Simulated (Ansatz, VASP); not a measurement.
# One calculation of C, two programs

File INCAR:

```
SYSTEM = C
PREC     = Accurate       ! precision mode
ENCUT    = 600            ! plane-wave cutoff, eV
EDIFF    = 1E-7           ! SCF threshold, eV
ISMEAR   = 0              ! smearing method
SIGMA    = 0.02           ! smearing width, eV
LREAL    = .FALSE.        ! projectors in reciprocal space
LASPH    = .TRUE.         ! aspherical terms in the spheres
NELM     = 80             ! most SCF steps
ALGO     = Normal         ! electronic algorithm
ISIF     = 3              ! what is computed and relaxed
LWAVE    = .FALSE.        ! write WAVECAR
LCHARG   = .FALSE.        ! write CHGCAR
GGA      = PE             ! functional
IVDW     = 12             ! dispersion correction
IBRION   = 2              ! ionic algorithm
NSW      = 100            ! ionic steps
EDIFFG   = -0.005         ! ionic threshold
```

The input KPOINTS:

```
Automatic mesh
0
G
  18 18 18
  0 0 0
```

POSCAR

```
C
1.0
    0.0000000000      2.1345586119      3.4012476547
    1.2324943776      0.0000000000      3.4012476547
    1.2324943776      2.1345586119      0.0000000000
C
2
Direct
    0.1667275112      0.8332724888      0.1667275112
    0.8332724888      0.1667275112      0.8332724888
```

Input for Ansatz:

```yaml
crystal:
  lattice:
    - [0.0, 2.1345586119, 3.4012476547]
    - [1.2324943776, 0.0, 3.4012476547]
    - [1.2324943776, 2.1345586119, 0.0]
  atoms:
    - { symbol: C, position: [0.1667275112, 0.8332724888, 0.1667275112] }
    - { symbol: C, position: [0.8332724888, 0.1667275112, 0.8332724888] }
basis:
  ecutwfc: 520.0
kpoints:
  mp_grid: { grid: [18, 18, 18] }
hamiltonian:
  xc: pbe
  pseudopotentials: { kind: paw, azcp: { folder: soft_1 } }
  dispersion: d3bj
scf:
  occupations: { method: gaussian, width: 0.02 }
output:
  forces: true
  stress: true
  eigenvalues: true
  write_density: true
  write_potential: true
  elf: true
  volumetric_format: npy
relax:
  adjacent_minimum: "off"
  f_tol: 0.005
  max_steps: 80
  cell: { stress_tol: 0.05 }
```

Alike in both runs: task relaxation of cell and atoms; functional PBE; dispersion D3(BJ); k mesh 18 × 18 × 18; occupations gaussian, width 0.02 eV; no spin polarisation.

|  | VASP | Ansatz |
| --- | --- | --- |
| version | VASP 6.6.1 | Ansatz 0.2.0 |
| potentials or method | VASP PAW PBE potentials, release 64 (C), cutoff 600 eV | scalar-relativistic, plane waves, PAW |
| valence electrons in the cell | 8 | 8 |

VASP gave:

| Property | Result |
| --- | --- |
| gap on the k mesh at the Fermi level, each at its own relaxed structure (eV) | 0.08 |
| relaxed volume (Å³/atom) | 8.86 |
| relaxed length of the cell vector where the two differ most in proportion (Å) | 3.586 |

**Question.** What did Ansatz give for the same quantities?

**Answer.** gap on the k mesh at the Fermi level, each at its own relaxed structure (eV): 0.07; relaxed volume (Å³/atom): 8.94; relaxed length of the cell vector where the two differ most in proportion (Å): 3.615.
